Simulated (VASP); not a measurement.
EuO:

```
CELL_PARAMETERS angstrom
0.00000 2.57195 2.57195
2.57195 0.00000 2.57195
5.14390 5.14390 0.00000
ATOMIC_POSITIONS crystal
Eu 0.00000 0.00000 0.00000
Eu 0.00000 0.00000 0.50000
O 0.50000 0.50000 0.25000
O 0.50000 0.50000 0.75000
```

Base run:

| Property | Result |
| --- | --- |
| Program | VASP 6.6.1 |
| Functional | PBE |
| Potentials or basis | VASP PAW PBE potentials, release 64 (Eu, O) |
| Cutoff | 600 eV |
| k mesh | 6 × 6 × 3 |
| Occupations | fermi-dirac, width 0.03 eV |
| Spin | collinear spin, ferromagnetic start |
| Starting moments | [0.7, 0.7, 0.0, 0.0] μB |
| Hubbard terms | Eu f U = 5.3 eV |

Its results: band gap on the k mesh zero (filled and empty bands overlap); pressure 0.6 GPa; net moment 14.00 μB per cell; site moments Eu +6.71; O -0.10 μB.

Task: The run is repeated on the same cell with these changes: spin from collinear spin, ferromagnetic start to collinear spin, antiferromagnetic start; moments at the start from [0.7, 0.7, 0.0, 0.0] to [7.0, -7.0, 0.0, 0.0]. What comes out?

Result: Band gap on the k mesh 0.34 eV; pressure 1.3 GPa; net moment 0.00 μB per cell; site moments Eu +6.70, -6.70; O +0.00 μB.

Caveats: spin-orbit coupling is left out, which moves the levels of the heavy elements; an odd mesh through Γ misses points on the zone boundary, where band edges can lie (at least some runs).
